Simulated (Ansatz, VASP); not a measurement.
KI in VASP and in Ansatz

POSCAR

```
KI
1.0
    4.3079191986     -0.0353704512     -0.0353704512
   -0.0353704512      4.3079191986     -0.0353704512
   -0.0353704512     -0.0353704512      4.3079191986
K I
1 1
Direct
    0.0000000000      0.0000000000      0.0000000000
    0.5000000000      0.5000000000      0.5000000000
```

The input INCAR.step1:

```
SYSTEM = KI
ALGO = Normal ; EDIFF = 1E-5
ENCUT = 520 ; GGA = PE
ISIF = 2 ; ISMEAR = 0
LASPH = .TRUE. ; LCHARG = .FALSE.
LREAL = .FALSE. ; LWAVE = .TRUE.
NBANDS = 15 ; NELM = 100
PREC = Accurate ; SIGMA = 0.01
```

Contents of INCAR.step2:

```
SYSTEM = KI
ALGO = Normal ; EDIFF = 1E-7
ENCUT = 520 ; GGA = PE
HFSCREEN = 0.2079 ; ISIF = 2
ISMEAR = 0 ; ISTART = 1
LASPH = .TRUE. ; LCHARG = .FALSE.
LHFCALC = .TRUE. ; LREAL = .FALSE.
LWAVE = .FALSE. ; NBANDS = 15
NELM = 100 ; PREC = Accurate
PRECFOCK = Normal ; SIGMA = 0.01
```

KPOINTS

```
k-points
0
G
  4 4 4
  0 0 0
```

Input for Ansatz:

```yaml
crystal:
  lattice:
    - [4.3079191986, -0.0353704512, -0.0353704512]
    - [-0.0353704512, 4.3079191986, -0.0353704512]
    - [-0.0353704512, -0.0353704512, 4.3079191986]
  atoms:
    - { symbol: K, position: [0.0, 0.0, 0.0] }
    - { symbol: I, position: [0.5, 0.5, 0.5] }
kpoints:
  mp_grid: { grid: [4, 4, 4] }
  band_path:
    path: [[0.0, 0.0, 0.0], [0.0, 0.5, 0.0], [0.5, 0.5, 0.0], [0.5, 0.5, 0.5]]
    npoints: 1
hamiltonian:
  xc: hse06
scf:
  occupations: { method: fixed }
  n_extra_bands: 4
output:
  forces: true
  stress: true
  eigenvalues: true
  write_density: true
  write_potential: true
  elf: true
  volumetric_format: npy
```

Change from the starting cell: epitaxial_111 strain +1.2%.

Alike in both runs: task single point; functional HSE06; k mesh 4 × 4 × 4; no spin polarisation.

```csv
,VASP,Ansatz
version,VASP 6.6.1,Ansatz 0.2.0
potentials or method,"VASP PAW PBE potentials, release 64 (K_sv, I)","plane waves, PAW"
plane-wave cutoff (eV),520,420
occupations,"gaussian, width 0.01 eV",fixed
valence electrons in the cell,16,26
```

Ansatz gave:

```
gap on the k mesh at the Fermi level (eV)                     : 4.28
pressure (GPa)                                                : 0.1
traceless stress, the component that is largest in VASP (GPa) : 0.06
```

**Question.** Which values does VASP return?

**Answer.** gap on the k mesh at the Fermi level (eV): 4.27; pressure (GPa): 0.1; traceless stress, the component that is largest in VASP (GPa): 0.06.

VASP's potentials hold 16 valence electrons a cell and Ansatz's 26, so a difference there can come from the potentials and not from the codes. Ansatz's warnings: stress exchange threshold loose, stress scf threshold loose.

Neither program's run includes spin-orbit coupling.
